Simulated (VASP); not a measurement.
Crystal: La.

```
CELL_PARAMETERS angstrom
-2.08048 2.08048 2.08048
2.08048 -2.08048 2.08048
2.08048 2.08048 -2.08048
ATOMIC_POSITIONS crystal
La 0.00000 0.00000 0.00000
```

This cell differs from its parent crystal: volume scaled by 0.94.

Base run:

* Program: VASP 6.6.1
* Functional: PBEsol
* Potentials or basis: VASP PAW PBE potentials, release 64 (La)
* Cutoff: 520 eV
* k mesh: 9 × 9 × 9
* Occupations: fermi-dirac, width 0.05 eV
* Spin: no spin polarisation

Its results: pressure -1.1 GPa.

Q: The run is repeated on the same cell with these changes: functional from PBEsol to PBE. What comes out?

A: Pressure 1.1 GPa.

PBE binds less tightly than PBEsol, so the same cell stands under more pressure.

Caveats: the PAW data sets were made with another functional, which shifts forces and pressure a little (some runs).
